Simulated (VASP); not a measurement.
# CaO (Lime) (Fm-3m) in VASP: notebook, part 2 of 2

VASP 6.6.1. Earlier steps stand in the parts before.

## 3. Single point, r2SCAN

File POSCAR:

```
CaO
1.0
    0.0000000000      2.3975473904      2.3975473904
    2.3975473904      0.0000000000      2.3975473904
    2.3975473904      2.3975473904      0.0000000000
Ca O
1 1
Direct
    0.0000000000      0.0000000000      0.0000000000
    0.5000000000      0.5000000000      0.5000000000
```

File INCAR.step1:

```
PREC     = Accurate       # precision mode
ENCUT    = 520            # plane-wave cutoff, eV
ISMEAR   = 0              # smearing method
SIGMA    = 0.01           # smearing width, eV
LREAL    = F              # projectors in reciprocal space
LASPH    = T              # aspherical terms in the spheres
NELM     = 80             # most SCF steps
NBANDS   = 15             # bands
GGA      = PE             # functional
ALGO     = Normal         # electronic algorithm
EDIFF    = 1E-4           # SCF threshold, eV
LWAVE    = T              # write WAVECAR
LCHARG   = F              # write CHGCAR
```

File INCAR.step2:

```
PREC     = Accurate       # precision mode
ENCUT    = 520            # plane-wave cutoff, eV
EDIFF    = 1E-7           # SCF threshold, eV
ISMEAR   = 0              # smearing method
SIGMA    = 0.01           # smearing width, eV
LREAL    = F              # projectors in reciprocal space
LASPH    = T              # aspherical terms in the spheres
NELM     = 80             # most SCF steps
ALGO     = Normal         # electronic algorithm
ISIF     = 2              # what is computed and relaxed
LWAVE    = F              # write WAVECAR
LCHARG   = T              # write CHGCAR
METAGGA  = R2SCAN         # meta-GGA
LMIXTAU  = T            
LELF     = T              # ELF
LVHAR    = T            
NBANDS   = 15             # bands
ISTART   = 1
```

File KPOINTS:

```
Automatic mesh
0
Gamma
  10 10 10
```

Potentials or basis: VASP PAW PBE potentials, release 64 (Ca_sv, O).

On the command line:

```
cat potpaw_PBE.64/Ca_sv/POTCAR potpaw_PBE.64/O/POTCAR > POTCAR
cp INCAR.step1 INCAR
mpirun -np 1 vasp_std > vasp.out
cp INCAR.step2 INCAR
mpirun -np 1 vasp_std > vasp.out
```

OUTCAR:

```text
PREC = Accurate
   ENCUT = 520
   EDIFF = 1E-7
   ISMEAR = 0
   LREAL = F
   LASPH = T
   NELM = 80
   ISIF = 2
   METAGGA = R2SCAN
   ISTART = 1

 ion  position               nearest neighbor table
   1  0.000  0.000  0.000-   2 2.40   2 2.40   2 2.40   2 2.40   2 2.40   2 2.40
   2  0.500  0.500  0.500-   1 2.40   1 2.40   1 2.40   1 2.40   1 2.40   1 2.40

  LATTYP: Found a face centered cubic cell.
 ALAT       =     4.7950947808

  Lattice vectors:

 A1 = (   0.0000000000,   2.3975473904,   2.3975473904)
 A2 = (   2.3975473904,   0.0000000000,   2.3975473904)
 A3 = (   2.3975473904,   2.3975473904,   0.0000000000)

Analysis of symmetry for initial positions (statically):
=====================================================================
 Subroutine PRICEL returns:
 Original cell was already a primitive cell.

 Routine SETGRP: Setting up the symmetry group for a
 face centered cubic supercell.

 Subroutine GETGRP returns: Found 48 space group operations
 (whereof 48 operations were pure point group operations)
 out of a pool of 48 trial point group operations.

The static configuration has the point symmetry O_h .

Analysis of symmetry for dynamics (positions and initial velocities):
=====================================================================
 Subroutine PRICEL returns:
 Original cell was already a primitive cell.

 Routine SETGRP: Setting up the symmetry group for a
 face centered cubic supercell.

 Subroutine GETGRP returns: Found 48 space group operations
 (whereof 48 operations were pure point group operations)
 out of a pool of 48 trial point group operations.

The dynamic configuration has the point symmetry O_h .

 Subroutine INISYM returns: Found 48 space group operations
 (whereof 48 operations are pure point group operations),
 and found     1 'primitive' translations

----------------------------------------------------------------------------------------

                                     Primitive cell

  volume of cell :      27.5633

  direct lattice vectors                    reciprocal lattice vectors
     0.000000000  2.397547390  2.397547390    -0.208546451  0.208546451  0.208546451
     2.397547390  0.000000000  2.397547390     0.208546451 -0.208546451  0.208546451
     2.397547390  2.397547390  0.000000000     0.208546451  0.208546451 -0.208546451

  length of vectors
     3.390644036  3.390644036  3.390644036     0.361213049  0.361213049  0.361213049

  position of ions in fractional coordinates (direct lattice)
     0.000000000  0.000000000  0.000000000
     0.500000000  0.500000000  0.500000000

  ion indices of the primitive-cell ions
   primitive index   ion index
                 1           1
                 2           2

----------------------------------------------------------------------------------------

 KPOINTS: Automatic mesh

Automatic generation of k-mesh.
 Grid dimensions read from file:
 generate k-points for:   10   10   10

 Generating k-lattice:

  Cartesian coordinates                     Fractional coordinates (reciprocal lattice)
    -0.020854645  0.020854645  0.020854645     0.100000000  0.000000000  0.000000000
     0.020854645 -0.020854645  0.020854645     0.000000000  0.100000000  0.000000000
     0.020854645  0.020854645 -0.020854645     0.000000000  0.000000000  0.100000000

  Length of vectors
     0.036121305  0.036121305  0.036121305

  Shift w.r.t. Gamma in fractional coordinates (k-lattice)
     0.000000000  0.000000000  0.000000000

 Subroutine IBZKPT returns following result:
 ===========================================

 Found     47 irreducible k-points:

 Following reciprocal coordinates:
            Coordinates               Weight
  0.000000  0.000000  0.000000      1.000000
  0.100000  0.000000  0.000000      8.000000
  0.200000  0.000000  0.000000      8.000000
  0.300000  0.000000  0.000000      8.000000
  0.400000  0.000000  0.000000      8.000000
  0.500000  0.000000  0.000000      4.000000
[... 16 lines left out ...]
  0.300000  0.300000  0.000000      6.000000
  0.400000  0.300000  0.000000     24.000000
 [... further k-points ...]
   k-points           NKPTS =     47   k-points in BZ     NKDIM =     47   number of bands    NBANDS=     15
   number of dos      NEDOS =    301   number of ions     NIONS =      2
   total plane-waves  NPLWV =  21952
   dimension x,y,z NGX =    28 NGY =   28 NGZ =   28
   dimension x,y,z NGXF=    56 NGYF=   56 NGZF=   56
   ions per type =               1   1
   NGX,Y,Z   is equivalent  to a cutoff of  13.73, 13.73, 13.73 a.u.
   NGXF,Y,Z  is equivalent  to a cutoff of  27.46, 27.46, 27.46 a.u.
 SYSTEM =  unknown system
   PREC   = accura    normal or accurate (medium, high low for compatibility)
   ISTART =      1    job   : 0-new  1-cont  2-samecut
   ICHARG =      0    charge: 1-file 2-atom 10-const
   ISPIN  =      1    spin polarized calculation?
   LNONCOLLINEAR =      F non collinear calculations
   LSORBIT =      F    spin-orbit coupling
   LASPH  =      T    aspherical Exc in radial PAW
   ENCUT  =  520.0 eV  38.22 Ry    6.18 a.u.   6.30  6.30  6.30*2*pi/ulx,y,z
   NELM   =     80;   NELMIN=  2; NELMDL=  0     # of ELM steps
   EDIFF  = 0.1E-06   stopping-criterion for ELM
   LREAL  =      F    real-space projection
   EDIFFG = 0.1E-05   stopping-criterion for IOM
   NSW    =      0    number of steps for IOM
   IBRION =     -1    ionic relax: 0-MD 1-quasi-New 2-CG
   NFREE  =      0    steps in history (QN), initial steepest desc. (CG)
   ISIF   =      2    stress and relaxation
   ISYM   =      2    0-nonsym 1-usesym 2-fastsym
   POTIM  = 0.5000    time-step for ionic-motion
   TEBEG  =    0.0;   TEEND  =   0.0 temperature during run
   PSTRESS=    0.0 pullay stress
   NELECT =      16.0000    total number of electrons
   NUPDOWN=      -1.0000    fix difference up-down
   EMIN   =  10.00;   EMAX   =-10.00  energy-range for DOS
   EFERMI =   0.00;   METHOD = LEGACY
   ISMEAR =     0;   SIGMA  =   0.01  broadening in eV -4-tet -1-fermi 0-gaus
   EFERMI_NEDOS =   21; number of points for ismear=-14 and -15
   IALGO  =     38    algorithm
   IMIX   =      4    mixing-type and parameters
     AMIX     =   0.40;   BMIX     =  1.00
     AMIX_MAG =   1.60;   BMIX_MAG =  1.00
  volume/ion in A,a.u.               =      13.78        93.00
  Fermi-wavevector in a.u.,A,eV,Ry     =   1.365644  2.580694 25.374656  1.864985
  Thomas-Fermi vector in A             =   2.491855
   LORBIT       =      0    0 simple, 1 ext, 2 COOP (PROOUT), +10 PAW based schemes
   METAGGA = R2SCAN    functional components
   LHFCALC =     F    Hartree Fock is set to
   AEXX    =    0.0000 exact exchange contribution
   IVDW    =     0    specifies the selected vdW correction
   LEPSILON=     F    determine dielectric tensor
   LRPA    =     F    only Hartree local field effects (RPA)
 non-spin polarized calculation
 Gauss-broadening in eV      SIGMA  =   0.01
  energy-cutoff  :      520.00
  volume of cell :       27.56
 maximum number of plane-waves:       757
 NGX is ok and might be reduce to    28
   NGX = 13   NGY = 13   NGZ = 13

 number of electron      15.9999997 magnetization

 Free energy of the ion-electron system (eV)
  ---------------------------------------------------
  ext. energy  EPLUGINS =         0.00000000
  ---------------------------------------------------
  free energy    TOTEN  =       -19.45304472 eV

  energy without entropy =      -19.45304472  energy(sigma->0) =      -19.45304472

 E-fermi :   2.1652     XC(G=0): -11.1118

 val. band max:        2.0548871565   @ k =   0.0000   0.0000   0.0000
 cond. band min:       6.2416459291   @ k =   0.5000   0.5000   0.0000
 fundamental gap:      4.1867587727
 Fermi energy:         2.1652309337

 k-point     1 :       0.0000    0.0000    0.0000
  band No.  band energies     occupation
      1     -36.9713      2.00000
      2     -16.8581      2.00000
      3     -16.8581      2.00000
      4     -16.8581      2.00000
      5     -14.4321      2.00000
      6       2.0549      2.00000
      7       2.0549      2.00000
      8       2.0549      2.00000
      9       7.5432      0.00000
     10       8.9255      0.00000
     11       8.9255      0.00000
     12       8.9255      0.00000
     13      10.5335      0.00000
     14      10.5335      0.00000
[... 401 lines left out ...]
      2     -17.5567      2.00000
      3     -17.0613      2.00000
      4     -17.0329      2.00000
      5     -13.8754      2.00000
      6       0.3846      2.00000
      7       1.5070      2.00000
      8       1.6029      2.00000
      9       6.9289      0.00000
     10      10.4914      0.00000
     11      11.6028      0.00000
     12      11.6615      0.00000
     13      11.8020      0.00000
     14      13.7651      0.00000
     15      18.8273      0.00000

 [... further k-points ...]
[... 5 lines left out ...]
  --------------------------------------------------------------------------------------
  -------------------------------------------------------------------------------------
  Total        0.1820439      0.1820439      0.1820439      0.0000000      0.0000000     -0.0000000
  in kB       10.5816916     10.5816916     10.5816916      0.0000000      0.0000000     -0.0000000
  external PRESSURE =      10.5816916 kB  Pullay stress =       0.0000000 kB

 VOLUME and BASIS-vectors are now :
 -----------------------------------------------------------------------------
  energy-cutoff  :      520.00
  volume of cell :       27.56
      direct lattice vectors                 reciprocal lattice vectors
     0.000000000  2.397547390  2.397547390    -0.208546451  0.208546451  0.208546451
     2.397547390  0.000000000  2.397547390     0.208546451 -0.208546451  0.208546451
     2.397547390  2.397547390  0.000000000     0.208546451  0.208546451 -0.208546451

 POSITION                                       TOTAL-FORCE (eV/Angst)
 -----------------------------------------------------------------------------------
      0.00000      0.00000      0.00000         0.000000     -0.000000      0.000000
      2.39755      2.39755      2.39755        -0.000000      0.000000     -0.000000
 -----------------------------------------------------------------------------------
    total drift:                                0.000000      0.000000      0.000000

  FREE ENERGIE OF THE ION-ELECTRON SYSTEM (eV)
  ---------------------------------------------------
  free  energy   TOTEN  =       -19.4530447157 eV

  energy  without entropy=      -19.4530447157  energy(sigma->0) =      -19.45304472
```

Run time: 2.1 min. Hardware: 1 thread of AMD EPYC 9R45 (Zen 5), shared host; peak memory 0.14 GiB.

What came out:

| Quantity | Value |
| --- | --- |
| Free energy | -19.4530 eV |
| Pressure | 1.1 GPa |
| Band gap on the k mesh | 4.19 eV, indirect (least direct gap 4.56 eV) |

Caveat: the PAW data sets were made with another functional, which shifts forces and pressure a little.
